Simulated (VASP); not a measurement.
# Ta in VASP: single point with LDA

Aim: the single point of Ta with LDA.

Everything below comes from runs of VASP 6.6.1. Logs are shortened: lines on timing, memory, paths and dates and some standing lists are left out, and cuts for length are marked.

### Step 1. The cell of the first run

The cell holds a slab with vacuum, 12 atoms: a = 5.634 Å, b = 5.634 Å, c = 19.944 Å, α = 90.00°, β = 90.00°, γ = 109.47°.

### Step 2. Single point, LDA

Input file INCAR:

```
PREC = Accurate ; ENCUT = 400
EDIFF = 1E-6 ; ISMEAR = 0
SIGMA = 0.1 ; LREAL = False
LASPH = True ; NELM = 120
ALGO = Normal ; ISIF = 2
LWAVE = False ; LCHARG = False
LDIPOL = True ; IDIPOL = 3
DIPOL = 0.5 0.5 0.312 ; NBANDS = 78
GGA_COMPAT = False ; NELMDL = -8
```

Input file KPOINTS:

```
Automatic mesh
0
Gamma
  5 5 1
```

Input file POSCAR:

```
Ta
1.0
    5.6341016690      0.0000000000      0.0000000000
   -1.8780338897      5.3118819947      0.0000000000
    0.0000000000      0.0000000000     19.9444203651
Ta
12
Direct
    0.2500000000      0.2500000000      0.2005573452
    0.2500000000      0.7500000000      0.2005573452
    0.7500000000      0.2500000000      0.2005573452
    0.7500000000      0.7500000000      0.2005573452
    0.0000000000      0.0000000000      0.3119800438
    0.0000000000      0.5000000000      0.3119800438
    0.5000000000      0.0000000000      0.3119800438
    0.5000000000      0.5000000000      0.3119800438
    0.2500000000      0.2500000000      0.4233976325
    0.2500000000      0.7500000000      0.4233976325
    0.7500000000      0.2500000000      0.4233976325
    0.7500000000      0.7500000000      0.4233976325
```

Potentials or basis: VASP PAW LDA potentials, release 64 (Ta_pv).

Run with:

```sh
$ cat potpaw_LDA.64/Ta_pv/POTCAR > POTCAR
$ mpirun -np 1 vasp_std > vasp.out
```

OUTCAR:

```text
PREC = Accurate
   ENCUT = 400
   EDIFF = 1E-6
   ISMEAR = 0
   LREAL = False
   LASPH = True
   NELM = 120
   ISIF = 2
   NELMDL = -8

 ion  position               nearest neighbor table
   1  0.250  0.250  0.201-   5 2.75   8 2.75   2 2.82   2 2.82   3 2.82   3 2.82   7 3.20   6 3.20
                             4 3.25   4 3.25
   2  0.250  0.750  0.201-   6 2.75   7 2.75   1 2.82   1 2.82   4 2.82   4 2.82   5 3.20   8 3.20
                             3 3.25   3 3.25
   3  0.750  0.250  0.201-   6 2.75   7 2.75   4 2.82   4 2.82   1 2.82   1 2.82   5 3.20   8 3.20
                             2 3.25   2 3.25
   4  0.750  0.750  0.201-   5 2.75   8 2.75   3 2.82   3 2.82   2 2.82   2 2.82   7 3.20   6 3.20
                             1 3.25   1 3.25
   5  0.000  0.000  0.312-   9 2.75  12 2.75   1 2.75   4 2.75   6 2.82   6 2.82   7 2.82   7 2.82
                            11 3.20  10 3.20   3 3.20   2 3.20   8 3.25   8 3.25
   6  0.000  0.500  0.312-  10 2.75  11 2.75   2 2.75   3 2.75   5 2.82   5 2.82   8 2.82   8 2.82
                             9 3.20  12 3.20   1 3.20   4 3.20   7 3.25   7 3.25
   7  0.500  0.000  0.312-  10 2.75  11 2.75   2 2.75   3 2.75   8 2.82   8 2.82   5 2.82   5 2.82
                             9 3.20  12 3.20   1 3.20   4 3.20   6 3.25   6 3.25
   8  0.500  0.500  0.312-   9 2.75  12 2.75   1 2.75   4 2.75   7 2.82   7 2.82   6 2.82   6 2.82
                            11 3.20  10 3.20   3 3.20   2 3.20   5 3.25   5 3.25
   9  0.250  0.250  0.423-   5 2.75   8 2.75  10 2.82  10 2.82  11 2.82  11 2.82   7 3.20   6 3.20
[... 15 lines left out ...]
 A1 = (   5.6341016690,   0.0000000000,   0.0000000000)
 A2 = (  -1.8780338897,   5.3118819947,   0.0000000000)
 A3 = (   0.0000000000,   0.0000000000,  19.9444203651)

Analysis of symmetry for initial positions (statically):
=====================================================================
 Subroutine PRICEL returns following result:

  LATTYP: Found a base centered orthorhombic cell.
 ALAT       =     3.2528501152
 B/A-ratio  =     1.4142135624
 C/A-ratio  =     6.1313677725

  Lattice vectors:

 A1 = (   2.8170508345,   0.0000000000,   0.0000000000)
 A2 = (  -0.9390169448,   2.6559409974,   0.0000000000)
 A3 = (   0.0000000000,   0.0000000000,  19.9444203651)

   4 primitive cells build up your supercell.

 Routine SETGRP: Setting up the symmetry group for a
 base centered orthorhombic supercell.

 Subroutine GETGRP returns: Found  8 space group operations
 (whereof  4 operations were pure point group operations)
 out of a pool of  8 trial point group operations.

The static configuration has the point symmetry C_2v.
 The point group associated with its full space group is D_2h.

Analysis of symmetry for dynamics (positions and initial velocities):
[... 133 lines left out ...]
  Thomas-Fermi vector in A             =   2.121638
   LORBIT       =      0    0 simple, 1 ext, 2 COOP (PROOUT), +10 PAW based schemes
   GGA     = CA    functional components
   LHFCALC =     F    Hartree Fock is set to
   AEXX    =    0.0000 exact exchange contribution
   IVDW    =     0    specifies the selected vdW correction
   LEPSILON=     F    determine dielectric tensor
   LRPA    =     F    only Hartree local field effects (RPA)
 non-spin polarized calculation
 Gauss-broadening in eV      SIGMA  =   0.10
  energy-cutoff  :      400.00
  volume of cell :      596.89
 maximum number of plane-waves:     10878
 NGX is ok and might be reduce to    40
   NGX = 19   NGY = 19   NGZ = 65

 dipolmoment           0.000000      0.000000     -0.000005 electrons x Angstroem

 number of electron     131.9999963 magnetization

 dipolmoment           0.000000      0.000000      0.003112 electrons x Angstroem

 Free energy of the ion-electron system (eV)
  ---------------------------------------------------
  ext. energy  EPLUGINS =         0.00000000
  ---------------------------------------------------
  free energy    TOTEN  =      -144.03920528 eV

  energy without entropy =     -143.97039424  energy(sigma->0) =     -144.00479976

 E-fermi :  -1.0609     XC(G=0):  -5.5980

 val. band max:       -1.0733712100   @ k =   0.2000   0.2000   0.0000
 cond. band min:      -1.0558446490   @ k =  -0.4000   0.2000   0.0000
 fundamental gap:      0.0175265610
 Fermi energy:        -1.0608857737

 k-point     1 :       0.0000    0.0000    0.0000
  band No.  band energies     occupation
      1     -35.4669      2.00000
      2     -35.4669      2.00000
      3     -35.4549      2.00000
      4     -35.4064      2.00000
      5     -35.3533      2.00000
      6     -35.3532      2.00000
[... 718 lines left out ...]
     77       0.4516      0.00000
     78       0.7082      0.00000

------------------------ aborting loop because EDIFF is reached ----------------------------------------

 vacuum level on the upper side and lower side of the slab       (xc-potential included)        -0.100        -0.118

  FORCE on cell =-STRESS in cart. coord.  units (eV):
  Direction    XX          YY          ZZ          XY          YZ          ZX
  --------------------------------------------------------------------------------------
  -------------------------------------------------------------------------------------
  Total      -13.1164637    -12.4003627      1.2502420      1.0127197      0.0000000      0.0000000
  in kB      -35.2073085    -33.2851450      3.3559088      2.7183497      0.0000000      0.0000000
  external PRESSURE =     -21.7121815 kB  Pullay stress =       0.0000000 kB

 VOLUME and BASIS-vectors are now :
 -----------------------------------------------------------------------------
  energy-cutoff  :      400.00
  volume of cell :      596.89
      direct lattice vectors                 reciprocal lattice vectors
     5.634101669  0.000000000  0.000000000     0.177490585  0.062752398  0.000000000
    -1.878033890  5.311881995  0.000000000     0.000000000  0.188257194  0.000000000
     0.000000000  0.000000000 19.944420365     0.000000000  0.000000000  0.050139336

 POSITION                                       TOTAL-FORCE (eV/Angst)
 -----------------------------------------------------------------------------------
      0.93902      1.32797      4.00000        -0.000000      0.000000     -0.078214
     -0.00000      3.98391      4.00000         0.000000     -0.000000     -0.078214
      3.75607      1.32797      4.00000        -0.000000     -0.000000     -0.078214
      2.81705      3.98391      4.00000        -0.000000      0.000000     -0.078214
      0.00000      0.00000      6.22226        -0.000000     -0.000000      0.000000
     -0.93902      2.65594      6.22226        -0.000000     -0.000000      0.000000
      2.81705      0.00000      6.22226        -0.000000     -0.000000      0.000000
      1.87803      2.65594      6.22226        -0.000000     -0.000000      0.000000
      0.93902      1.32797      8.44442         0.000000     -0.000000      0.078214
     -0.00000      3.98391      8.44442         0.000000      0.000000      0.078214
      3.75607      1.32797      8.44442        -0.000000      0.000000      0.078214
      2.81705      3.98391      8.44442         0.000000     -0.000000      0.078214
 -----------------------------------------------------------------------------------
    total drift:                                0.000000      0.000000      0.456456

  FREE ENERGIE OF THE ION-ELECTRON SYSTEM (eV)
  ---------------------------------------------------
  free  energy   TOTEN  =      -144.0392052807 eV

  energy  without entropy=     -143.9703942409  energy(sigma->0) =     -144.00479976

 vacuum level on the upper side and lower side of the slab         3.888         3.869
```

Run time: 15 min. Hardware: 1 thread of Oxide Virtual Turin-like, shared host; peak memory 0.44 GiB.

Results:

* Free energy: -144.0392 eV
* Largest force: 0.078 eV/Å
* Band gap on the k mesh: zero (bands 66 and 67 overlap by 0.97 eV)

Forces in eV/Å, atoms in the order of the input:
```
Ta   0.000  0.000 -0.078
Ta   0.000  0.000 -0.078
Ta   0.000  0.000 -0.078
Ta   0.000  0.000 -0.078
Ta   0.000  0.000  0.000
Ta   0.000  0.000  0.000
Ta   0.000  0.000  0.000
Ta   0.000  0.000  0.000
Ta   0.000  0.000  0.078
Ta   0.000  0.000  0.078
Ta   0.000  0.000  0.078
Ta   0.000  0.000  0.078
```

Levels at points of the mesh, in eV from the Fermi level:
```
           k point  band 63  band 64  band 65  band 66  band 67  band 68  band 69  band 70
(0.00, 0.00, 0.00)    -0.16     0.19     0.55     0.69     0.69     1.00     1.21     1.32
```

Caveat: spin-orbit coupling is left out, which moves the levels of the heavy elements.
